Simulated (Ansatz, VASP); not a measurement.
# CdS in VASP and in Ansatz

INCAR

```
PREC = Accurate
ENCUT = 520
EDIFF = 1E-7
ISMEAR = -1
SIGMA = 0.05
LREAL = F
LASPH = T
NELM = 60
ALGO = Normal
ISIF = 2
LWAVE = F
LCHARG = F
GGA = CA
NBANDS = 16
```

File KPOINTS:

```
regular mesh
0
Gamma
  7 7 5
```

POSCAR

```
CdS
1.0
    4.2325702724      0.0000000000      0.0000000000
   -2.1162851362      3.6655133792      0.0000000000
    0.0000000000      0.0000000000      5.7652175854
Cd S
1 1
Direct
    0.0000000000      0.0000000000      0.4426919200
    0.6666666667      0.3333333333      0.4343080800
```

Contents of input.yaml:

```yaml
crystal:
  lattice:
    - [4.2325702724, 0.0, 0.0]
    - [-2.1162851362, 3.6655133792, 0.0]
    - [0.0, 0.0, 5.7652175854]
  atoms:
    - { symbol: Cd, position: [0.0, 0.0, 0.44269192] }
    - { symbol: S, position: [0.6666666667, 0.3333333333, 0.43430808] }
kpoints:
  mp_grid: { grid: [7, 7, 5] }
scf:
  occupations: { method: fermi_dirac, width: 0.05 }
hamiltonian:
  xc: lda
  pseudopotentials: { kind: all_electron, lapw: { basis_error: 0.001 } }
output:
  forces: true
  stress: true
  eigenvalues: true
```

Change from the starting cell: volume scaled by 0.98.

Alike in both runs: task single point; functional LDA; k mesh 7 × 7 × 5; occupations fermi-dirac, width 0.05 eV; no spin polarisation.

|  | VASP | Ansatz |
| --- | --- | --- |
| version | VASP 6.6.1 | Ansatz 0.2.0 |
| potentials or method | VASP PAW LDA potentials, release 64 (Cd, S), cutoff 520 eV | all-electron LAPW, scalar-relativistic |

|  | VASP | Ansatz | Ansatz less VASP |
| --- | --- | --- | --- |
| gap on the k mesh at the Fermi level (eV) | 1.32 | 1.29 | -0.028 |
| least direct gap on the mesh (eV) | 1.33 | 1.30 | -0.028 |
| pressure (GPa) | -1.8 | -2.0 | -0.23 |
| traceless stress, the component that is largest in VASP (GPa) | 1.65 | 1.89 | +0.248 |
| rms of the force components (eV/Å) | 0.011 | 0.013 | +0.0017 |

LDA's correlation is that of Perdew and Zunger in VASP and of Perdew and Wang (1992) in Ansatz. Atom by atom the forces differ by 0.002 eV/Å (rms over components). Ansatz ran all-electron here, and VASP with PAW potentials.
